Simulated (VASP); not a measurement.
Input of a VASP 6.6.1 run:

The input INCAR:

```
PREC = Accurate
ENCUT = 520
EDIFF = 1E-7
ISMEAR = 0
SIGMA = 0.01
LREAL = F
LASPH = T
NELM = 150
ALGO = Normal
ISIF = 2
LWAVE = F
LCHARG = F
MAGMOM = 0 0 0 0 0 0
LORBIT = 11
LSORBIT = T
GGA_COMPAT = F
LORBMOM = T
GGA = PS
NBANDS = 30
```

The input KPOINTS:

```
regular mesh
0
Gamma
  10 10 10
```

File POSCAR:

```
InAs
1.0
    0.0000000000      3.0290000000      3.0290000000
    3.0290000000      0.0000000000      3.0290000000
    3.0290000000      3.0290000000      0.0000000000
In As
1 1
Direct
    0.0000000000      0.0000000000      0.0000000000
    0.2500000000      0.2500000000      0.2500000000
```

Potentials or basis: VASP PAW PBE potentials, release 64 (In_d, As).

The run is started by

```sh
$ cat potpaw_PBE.64/In_d/POTCAR potpaw_PBE.64/As/POTCAR > POTCAR
$ mpirun -np 1 vasp_ncl > vasp.out
```

(1) What does it give for the pressure?

(2) What does it give for the net moment?

Results:

(1) 0.9 GPa.

(2) 0.00 μB per cell.

Caveat: the PAW data sets were made with another functional, which shifts forces and pressure a little.
